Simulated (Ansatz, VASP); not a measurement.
# One calculation of LiH, two programs

```
Li H
1.0
     2.50166    0.00000    0.00000
     0.00000    2.50166    0.00000
     0.00000    0.00000    2.50166
Li H
1 1
Direct
  0.00000 0.00000 0.00000
  0.50000 0.50000 0.50000
```

Alike in both runs: task single point; functional r2SCAN; k mesh 8 × 8 × 8; no spin polarisation.

|  | VASP | Ansatz |
| --- | --- | --- |
| version | VASP 6.6.1 | Ansatz 0.2.0 |
| potentials or method | VASP PAW PBE potentials, release 64 (Li_sv, H) | plane waves, PAW |
| plane-wave cutoff (eV) | 520 | 500 |
| occupations | gaussian, width 0.01 eV | fixed |
| valence electrons in the cell | 4 | 4 |

|  | VASP | Ansatz | Ansatz less VASP |
| --- | --- | --- | --- |
| gap on the k mesh at the Fermi level (eV) | 1.30 | 1.12 | -0.175 |

VASP's potentials were made for PBE, not for r2SCAN.

Noted on VASP's run: the cutoff is short for stress, so the pressure is rough.
